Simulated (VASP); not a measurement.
A run of VASP 6.6.1 is set up as follows.

File POSCAR:

```
GaN
1.0
    0.0000000000      2.2489525415      2.2489525415
    2.2489525415      0.0000000000      2.2489525415
    2.2489525415      2.2489525415      0.0000000000
Ga N
1 1
Direct
    0.0000000000      0.0000000000      0.0000000000
    0.2500000000      0.2500000000      0.2500000000
```

The input INCAR.step1:

```
SYSTEM = GaN
ALGO     = Normal         ! electronic algorithm
EDIFF    = 1E-5           ! SCF threshold, eV
ENCUT    = 500            ! plane-wave cutoff, eV
GGA      = PE             ! functional
ISIF     = 2              ! what is computed and relaxed
ISMEAR   = 0              ! smearing method
LASPH    = .TRUE.         ! aspherical terms in the spheres
LCHARG   = .FALSE.        ! write CHGCAR
LREAL    = .FALSE.        ! projectors in reciprocal space
LWAVE    = .TRUE.         ! write WAVECAR
NELM     = 80             ! most SCF steps
PREC     = Accurate       ! precision mode
SIGMA    = 0.02           ! smearing width, eV
```

INCAR.step2

```
SYSTEM = GaN
ALGO     = Normal         ! electronic algorithm
EDIFF    = 1E-8           ! SCF threshold, eV
ENCUT    = 500            ! plane-wave cutoff, eV
GGA      = PE             ! functional
HFSCREEN = 0.2            ! screening, 1/A
ISMEAR   = 0              ! smearing method
ISTART   = 1            
LASPH    = .TRUE.         ! aspherical terms in the spheres
LCHARG   = .FALSE.        ! write CHGCAR
LHFCALC  = .TRUE.         ! exact exchange
LREAL    = .FALSE.        ! projectors in reciprocal space
LWAVE    = .TRUE.         ! write WAVECAR
NELM     = 80             ! most SCF steps
PREC     = Accurate       ! precision mode
PRECFOCK = Fast         
SIGMA    = 0.01           ! smearing width, eV
```

The input INCAR.step3:

```
SYSTEM = GaN
ALGO     = Exact          ! electronic algorithm
EDIFF    = 1E-8           ! SCF threshold, eV
ENCUT    = 500            ! plane-wave cutoff, eV
GGA      = PE             ! functional
HFSCREEN = 0.2            ! screening, 1/A
ISMEAR   = 0              ! smearing method
ISTART   = 1            
LASPH    = .TRUE.         ! aspherical terms in the spheres
LCHARG   = .FALSE.        ! write CHGCAR
LHFCALC  = .TRUE.         ! exact exchange
LOPTICS  = .TRUE.         ! frequency-dependent dielectric function
LREAL    = .FALSE.        ! projectors in reciprocal space
LWAVE    = .TRUE.         ! write WAVECAR
NBANDS   = 99             ! bands
NELM     = 1              ! most SCF steps
PREC     = Accurate       ! precision mode
PRECFOCK = Fast         
SIGMA    = 0.01           ! smearing width, eV
```

Contents of INCAR.step4:

```
SYSTEM = GaN
ALGO     = EVGW0          ! electronic algorithm
EDIFF    = 1E-8           ! SCF threshold, eV
ENCUT    = 500            ! plane-wave cutoff, eV
ENCUTGW  = 60.0           ! cutoff of the response function
GGA      = PE             ! functional
HFSCREEN = 0.2            ! screening, 1/A
ISMEAR   = 0              ! smearing method
ISTART   = 1            
LASPH    = .TRUE.         ! aspherical terms in the spheres
LCHARG   = .FALSE.        ! write CHGCAR
LHFCALC  = .TRUE.         ! exact exchange
LREAL    = .FALSE.        ! projectors in reciprocal space
LWAVE    = .FALSE.        ! write WAVECAR
NBANDS   = 99             ! bands
NBANDSGW = 17           
NELMGW   = 1            
NOMEGA   = 48             ! frequency points
PREC     = Accurate       ! precision mode
PRECFOCK = Fast         
SIGMA    = 0.01           ! smearing width, eV
```

File KPOINTS:

```
k-points
0
G
  4 4 4
  0 0 0
```

Potentials or basis: VASP PAW PBE potentials, release 64 (Ga_d_GW, N_GW).

The run is started by

```console
$ cat potpaw_PBE.64/Ga_d_GW/POTCAR potpaw_PBE.64/N_GW/POTCAR > POTCAR
$ cp INCAR.step1 INCAR
$ mpirun -np 1 vasp_std > vasp.out
$ cp INCAR.step2 INCAR
$ mpirun -np 1 vasp_std > vasp.out
$ cp INCAR.step3 INCAR
$ mpirun -np 1 vasp_std > vasp.out
$ cp INCAR.step4 INCAR
$ mpirun -np 1 vasp_std > vasp.out
```

(1) Estimate the quasiparticle gap.

(2) Predict the least direct quasiparticle gap.

(3) Predict the band gap of the starting levels on the mesh.

(4) What does it give for the least direct gap of the starting levels on the mesh?

## Answers

(1) 3.21 eV.

(2) 3.21 eV.

(3) 3.08 eV.

(4) 3.08 eV.

Caveat: the k points lie up to 0.60 Å⁻¹ apart; bands, screening cutoff and mesh are small and nothing is extrapolated, so the quasiparticle values aren't converged.
